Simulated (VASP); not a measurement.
**I: relaxation of cell and atoms with BLYP**

I:

```xyz
4
Lattice="3.5795 -2.3457 0.0000 3.5795 2.3457 0.0000 0.0000 0.0000 9.8014" Properties=species:S:1:pos:R:3 pbc="T T T"
I     3.5795   -1.6233    1.1509
I     3.5795   -0.7225    6.0516
I     3.5795    1.6233    8.6505
I     3.5795    0.7225    3.7498
```

- Program: VASP 6.6.1
- Task: relaxation of cell and atoms
- Functional: BLYP
- Potentials or basis: VASP PAW PBE potentials, release 64 (I)
- Cutoff: 600 eV
- k mesh: 5 × 5 × 2
- Occupations: fermi-dirac, width 0.05 eV
- Spin: no spin polarisation
- Dipole correction: no
- Further INCAR settings: ALGO = Normal; EDIFF = 1e-06; IBRION = 2; EDIFFG = -0.01; NSW = 80; ISIF = 3

```
Relaxed volume                        : 76.95 Å³/atom
Relaxed cell                          : a = 6.630 Å, b = 6.630 Å, c = 10.023 Å, α = 90.00°, β = 90.00°, γ = 44.31°
Space group after relaxing (to 0.1 Å) : Cmce (No. 64)
Energy gained by relaxing             : 153.7 meV/atom
Ionic steps                           : 30
Pressure after relaxing               : 0.0 GPa
Largest force after relaxing          : 0.005 eV/Å
Band gap on the k mesh                : 1.06 eV
```

Forces on the atoms (eV/Å):
```
I    0.000  0.004  0.003
I    0.000 -0.004  0.003
I    0.000 -0.004 -0.003
I    0.000  0.004 -0.003
```

Step by step:
| step | energy change (eV) | largest force (eV/Å) | pressure (GPa) | volume (Å³) |
| --- | --- | --- | --- | --- |
| 1 | 0.0000 | 0.7679 | 3.96 | 164.59 |
| 2 | -0.2096 | 0.4445 | -0.45 | 190.03 |
| 3 | -0.2379 | 0.2296 | 0.43 | 182.40 |
| 4 | -0.3297 | 0.1717 | 0.31 | 189.29 |
| 5 | -0.4805 | 0.0627 | 0.31 | 210.00 |
| 6 | -0.5063 | 0.5835 | 0.91 | 251.46 |
| 7 | -0.5561 | 0.2175 | 0.26 | 267.81 |
| 8 | -0.5639 | 0.0233 | -0.07 | 278.35 |
| 9 | -0.5665 | 0.0229 | -0.06 | 278.72 |
| 10 | -0.5738 | 0.0224 | -0.04 | 279.82 |
| 11 | -0.5862 | 0.0249 | 0.01 | 281.86 |
| 12 | -0.6002 | 0.0503 | 0.14 | 285.34 |
| 13 | -0.6009 | 0.0701 | 0.21 | 286.60 |
| 14 | -0.6044 | 0.0997 | 0.09 | 290.00 |
| 15 | -0.6050 | 0.1358 | 0.00 | 292.55 |
| 16 | -0.6075 | 0.1152 | 0.00 | 294.21 |
| 17 | -0.6123 | 0.0528 | 0.01 | 299.18 |
| 18 | -0.6104 | 0.0758 | 0.04 | 309.04 |
| 19 | -0.6134 | 0.0061 | 0.01 | 302.84 |
| 20 | -0.6134 | 0.0081 | 0.01 | 302.63 |
| 21 | -0.6138 | 0.0025 | 0.03 | 302.98 |
| 22 | -0.6140 | 0.0195 | 0.06 | 303.53 |
| 23 | -0.6139 | 0.0548 | 0.11 | 304.60 |
| 24 | -0.6141 | 0.0326 | 0.07 | 303.92 |
| 25 | -0.6142 | 0.0307 | 0.08 | 304.18 |
| 26 | -0.6145 | 0.0251 | 0.06 | 304.96 |
| 27 | -0.6148 | 0.0140 | 0.03 | 306.54 |
| 28 | -0.6148 | 0.0086 | -0.02 | 309.68 |
| 29 | -0.6149 | 0.0049 | 0.00 | 307.96 |
| 30 | -0.6149 | 0.0054 | 0.00 | 307.79 |

Final structure:
```
I
1.0
     6.14079   -2.50041    0.00000
     6.14079    2.50041    0.00000
     0.00000    0.00000   10.02283
I
4
Direct
  0.85332 0.14668 0.12109
  0.64668 0.35332 0.62109
  0.14668 0.85332 0.87891
  0.35332 0.64668 0.37891
```

Levels at points of the mesh, in eV from the valence-band top:
```
           k point  band 12  band 13  band 14  band 15  band 16  band 17
(0.00, 0.00, 0.00)    -0.76    -0.33     0.00     1.06     1.64     4.65
(0.00, 0.00, 0.50)    -0.80    -0.31    -0.31     1.25     1.25     5.08
```

Wall time 41 min on 1 thread of Oxide Virtual Turin-like Processor (shared host), peak memory 0.3 GiB.

Caveat: the volume moved by over 15 % at a fixed basis, so the end points are rough; this functional lacks dispersion, which holds the molecules together, so the pressure and a relaxed volume are unreliable; the PAW data sets were made with another functional, which shifts forces and pressure a little; spin-orbit coupling is left out, which moves the levels of the heavy elements. Expect the measured gap to be larger: semilocal functionals such as BLYP lack the derivative discontinuity.
